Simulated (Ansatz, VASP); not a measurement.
## One calculation of Mg, two programs

Contents of INCAR:

```
SYSTEM = Mg
  ALGO = Normal
  EDIFF = 1E-6
  ENCUT = 600
  GGA = LIBXC
  GGA_COMPAT = .False.
  ISIF = 2
  ISMEAR = -5
  LASPH = .True.
  LCHARG = .False.
  LIBXC1 = GGA_X_PBE_SOL
  LIBXC2 = GGA_C_PBE
  LREAL = .False.
  LWAVE = .False.
  NBANDS = 7
  NELM = 120
  PREC = Accurate
  SIGMA = 0.05
```

KPOINTS

```
k-points
0
Gamma
  11 11 11
  0 0 0
```

Contents of POSCAR:

```
Mg
1.0
   -1.8720006078      1.8720006078      1.7123418728
    1.8720006078     -1.8720006078      1.7123418728
    1.8720006078      1.8720006078     -1.7123418728
Mg
1
Direct
    0.0000000000      0.0000000000      0.0000000000
```

The input input.yaml:

```yaml
crystal:
  lattice:
    - [-1.8720006078, 1.8720006078, 1.7123418728]
    - [1.8720006078, -1.8720006078, 1.7123418728]
    - [1.8720006078, 1.8720006078, -1.7123418728]
  atoms:
    - { symbol: Mg, position: [0.0, 0.0, 0.0] }
kpoints:
  mp_grid: { grid: [11, 11, 11] }
scf:
  occupations: { method: tetrahedron }
hamiltonian:
  xc: { exchange: pbesol, correlation: pbe }
  pseudopotentials:
    kind: all_electron
    lapw: { basis_error: 0.001 }
    relativity: none
output:
  forces: true
  stress: true
  eigenvalues: true
```

Change from the starting cell: volume scaled by 1.06.

Alike in both runs: task single point; functional pbesol exchange, pbe correlation; k mesh 11 × 11 × 11; occupations tetrahedron; no spin polarisation.

```csv
,VASP,Ansatz
version,VASP 6.6.1,Ansatz 0.2.0
potentials or method,"VASP PAW PBE potentials, release 64 (Mg), cutoff 600 eV","all-electron LAPW, non-relativistic"
```

|  | VASP | Ansatz | Ansatz less VASP |
| --- | --- | --- | --- |
| gap on the k mesh at the Fermi level (eV) | none | none | - |
| pressure (GPa) | -2.4 | -2.2 | +0.12 |
| traceless stress, the component that is largest in VASP (GPa) | 0.08 | -0.15 | -0.223 |

VASP's potentials were made for PBE, not for pbesol exchange, pbe correlation. A gap of «none» marks a metal or a gap that the smearing closes. Ansatz ran all-electron here, and VASP with PAW potentials.
